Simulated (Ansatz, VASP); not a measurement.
## One calculation of Ti, two programs

Contents of POSCAR:

```
Ti
1.0
    0.0000000000      2.0698140295      2.0698140295
    2.0698140295      0.0000000000      2.0698140295
    2.0698140295      2.0698140295      0.0000000000
Ti
1
Direct
    0.0000000000      0.0000000000      0.0000000000
```

The input INCAR.step1:

```
ALGO     = Normal         # electronic algorithm
EDIFF    = 1E-4           # SCF threshold, eV
ENCUT    = 520            # plane-wave cutoff, eV
GGA      = PE             # functional
ISMEAR   = -1             # smearing method
LASPH    = T              # aspherical terms in the spheres
LCHARG   = F              # write CHGCAR
LREAL    = F              # projectors in reciprocal space
LWAVE    = T              # write WAVECAR
NBANDS   = 12             # bands
NELM     = 100            # most SCF steps
PREC     = Accurate       # precision mode
SIGMA    = 0.05           # smearing width, eV
```

File INCAR.step2:

```
ALGO     = Normal         # electronic algorithm
EDIFF    = 1E-6           # SCF threshold, eV
ENCUT    = 520            # plane-wave cutoff, eV
ISIF     = 2              # what is computed and relaxed
ISMEAR   = -1             # smearing method
ISTART   = 1            
LASPH    = T              # aspherical terms in the spheres
LCHARG   = F              # write CHGCAR
LMIXTAU  = T            
LREAL    = F              # projectors in reciprocal space
LWAVE    = F              # write WAVECAR
METAGGA  = R2SCAN         # meta-GGA
NBANDS   = 12             # bands
NELM     = 100            # most SCF steps
PREC     = Accurate       # precision mode
SIGMA    = 0.05           # smearing width, eV
```

The input KPOINTS:

```
k-points
0
Gamma
  11 11 11
```

input.yaml

```yaml
crystal:
  lattice:
    - [0.0, 2.0698140295, 2.0698140295]
    - [2.0698140295, 0.0, 2.0698140295]
    - [2.0698140295, 2.0698140295, 0.0]
  atoms:
    - { symbol: Ti, position: [0.0, 0.0, 0.0] }
hamiltonian:
  xc: r2scan
  pseudopotentials: { kind: paw }
kpoints:
  mp_grid: { grid: [11, 11, 11] }
scf:
  occupations: { method: fermi_dirac, width: 0.05 }
output:
  forces: true
  stress: true
  eigenvalues: true
```

Alike in both runs: task single point; functional r2SCAN; k mesh 11 × 11 × 11; occupations fermi-dirac, width 0.05 eV; no spin polarisation.

```csv
,VASP,Ansatz
version,VASP 6.6.1,Ansatz 0.2.0
potentials or method,"VASP PAW PBE potentials, release 64 (Ti_sv)",Ansatz PAW
plane-wave cutoff (eV),520,500
valence electrons in the cell,12,12
```

```csv
,VASP,Ansatz,Ansatz less VASP
gap on the k mesh at the Fermi level (eV),none,none,-
pressure (GPa),-2.0,-2.3,-0.37
```

VASP's potentials were made for PBE, not for r2SCAN. A gap of «none» marks a metal or a gap that the smearing closes.
